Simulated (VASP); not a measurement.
Write the native input for VASP 6.6.1 that does the following.

```
Task                   : single point
Functional             : r2SCAN
Potentials or basis    : VASP PAW PBE potentials, release 64 (Na_pv, Ti_sv, Se, N)
Cutoff                 : 520 eV
k mesh                 : 4 × 4 × 3
Occupations            : fermi-dirac, width 0.1 eV
Spin                   : no spin polarisation
Dipole correction      : no
Further INCAR settings : ALGO = Normal; EDIFF = 1e-06; NBANDS = 48
```

Crystal: NaTiSe2N8.

```xyz
12
Lattice="4.0757 3.7201 -0.2430 4.0757 -3.7201 -0.2430 0.7259 0.0000 -8.2380" Properties=species:S:1:pos:R:3 pbc="T T T"
Na    0.3629    0.0000   -4.1190
Ti    0.0000    0.0000    0.0000
Se    3.0009    0.0000   -5.6153
Se    5.8765    0.0000   -3.1087
N     1.4817    0.0000   -6.5344
N     7.3956    0.0000   -2.1895
N     2.7468    0.0000   -3.9818
N     6.1305    0.0000   -4.7422
N     2.6803    3.1626   -7.5757
N     6.1971    3.1626   -1.1482
N     6.1971   -3.1626   -1.1482
N     2.6803   -3.1626   -7.5757
```

One way to write it, as run:

POSCAR

```
NaTiSe2N8
1.0
    4.0757395906      3.7200979737     -0.2429854576
    4.0757395906     -3.7200979737     -0.2429854576
    0.7258564327      0.0000000000     -8.2379866680
Na Ti Se N
1 1 2 8
Direct
    0.0000000000      0.0000000000      0.5000000000
    0.0000000000      0.0000000000      0.0000000000
    0.3090628381      0.3090628381      0.6633989481
    0.6909371619      0.6909371619      0.3366010519
    0.1117241220      0.1117241220      0.7866170404
    0.8882758780      0.8882758780      0.2133829596
    0.2954846459      0.2954846459      0.4659101057
    0.7045153541      0.7045153541      0.5340898943
    0.6732988371     -0.1768467854      0.9049639653
    1.1768467854      0.3267011629      0.0950360347
    0.3267011629      1.1768467854      0.0950360347
   -0.1768467854      0.6732988371      0.9049639653
```

INCAR.step1

```
SYSTEM = NaTiSe2N8
ALGO = Normal ; EDIFF = 1E-4
ENCUT = 520 ; GGA = PE
ISMEAR = -1 ; LASPH = .True.
LCHARG = .False. ; LREAL = .False.
LWAVE = .True. ; NBANDS = 48
NELM = 100 ; PREC = Accurate
SIGMA = 0.1
```

INCAR.step2

```
SYSTEM = NaTiSe2N8
ALGO = Normal ; EDIFF = 1E-6
ENCUT = 520 ; ISIF = 2
ISMEAR = -1 ; ISTART = 1
LASPH = .True. ; LCHARG = .False.
LMIXTAU = .True. ; LREAL = .False.
LWAVE = .False. ; METAGGA = R2SCAN
NBANDS = 48 ; NELM = 100
PREC = Accurate ; SIGMA = 0.1
```

KPOINTS

```
k-points
0
Gamma
  4 4 3
  0 0 0
```

Potentials or basis: VASP PAW PBE potentials, release 64 (Na_pv, Ti_sv, Se, N).

The run is started by

```sh
$ cat potpaw_PBE.64/Na_pv/POTCAR potpaw_PBE.64/Ti_sv/POTCAR potpaw_PBE.64/Se/POTCAR potpaw_PBE.64/N/POTCAR > POTCAR
$ cp INCAR.step1 INCAR
$ mpirun -np 1 vasp_std > vasp.out
$ cp INCAR.step2 INCAR
$ mpirun -np 1 vasp_std > vasp.out
```

It gave:

The pressure is 1.0 GPa. The largest force is 1.808 eV/Å.

Caveat: the standard files for N, O and F lose accuracy on very short bonds; the PAW data sets were made with another functional, which shifts forces and pressure a little.

Run time: 9.2 min on 1 thread of Intel(R) Xeon(R) 6975P-C (Granite Rapids), on a shared host, peak memory 0.49 GiB.
